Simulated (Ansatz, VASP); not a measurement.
## One calculation of SnO, two programs

INCAR

```
ALGO = Normal
EDIFF = 1E-7
ENCUT = 520
GGA = PS
ISIF = 2
ISMEAR = -1
LASPH = T
LCHARG = F
LREAL = F
LWAVE = F
NBANDS = 28
NELM = 80
PREC = Accurate
SIGMA = 0.01
```

KPOINTS

```
k-points
0
Gamma
  8 8 6
```

Contents of POSCAR:

```
SnO
1.0
    3.8020000000     -0.0190100000     -0.0190100000
   -0.0190100000      3.8020000000     -0.0190100000
   -0.0241800000     -0.0241800000      4.8360000000
Sn O
2 2
Direct
    0.0000000000      0.5000000000      0.2385000000
    0.5000000000      0.0000000000      0.7615000000
    0.0000000000      0.0000000000      0.0000000000
    0.5000000000      0.5000000000      0.0000000000
```

Input for Ansatz:

```yaml
crystal:
  lattice:
    - [3.802, -0.01901, -0.01901]
    - [-0.01901, 3.802, -0.01901]
    - [-0.02418, -0.02418, 4.836]
  atoms:
    - { symbol: Sn, position: [0.0, 0.5, 0.2385] }
    - { symbol: Sn, position: [0.5, 0.0, 0.7615] }
    - { symbol: O, position: [0.0, 0.0, 0.0] }
    - { symbol: O, position: [0.5, 0.5, 0.0] }
kpoints:
  mp_grid: { grid: [8, 8, 6] }
  band_path:
    path:
      - [0.0, 0.0, 0.0]
      - [-0.5, 0.5, 0.0]
      - [-0.5, 0.5, 0.5]
      - [0.0, 0.0, 0.5]
      - [0.0, 0.0, 0.0]
      - [-0.5, 0.0, 0.5]
      - [0.0, 0.0, 0.0]
      - [-0.5, 0.0, 0.0]
    npoints: 5
scf:
  occupations: { method: fermi_dirac, width: 0.01 }
hamiltonian:
  xc: pbesol
  pseudopotentials: { kind: all_electron, lapw: { basis_error: 0.001 } }
output:
  forces: true
  stress: true
  eigenvalues: true
```

Change from the starting cell: equal xy, yz and zx shear strains of -1 %.

Alike in both runs: task single point; functional PBEsol; k mesh 8 × 8 × 6; occupations fermi-dirac, width 0.01 eV; no spin polarisation.

|  | VASP | Ansatz |
| --- | --- | --- |
| version | VASP 6.6.1 | Ansatz 0.2.0 |
| potentials or method | VASP PAW PBE potentials, release 64 (Sn_d, O), cutoff 520 eV | all-electron LAPW, scalar-relativistic |

|  | VASP | Ansatz | Ansatz less VASP |
| --- | --- | --- | --- |
| pressure (GPa) | 0.2 | -0.1 | -0.27 |
| traceless stress, the component that is largest in VASP (GPa) | 0.83 | 0.83 | +0.004 |
| rms of the force components (eV/Å) | 0.074 | 0.047 | -0.0272 |

VASP's potentials were made for PBE, not for PBEsol. Atom by atom the forces differ by 0.035 eV/Å (rms over components). Ansatz ran all-electron here, and VASP with PAW potentials.
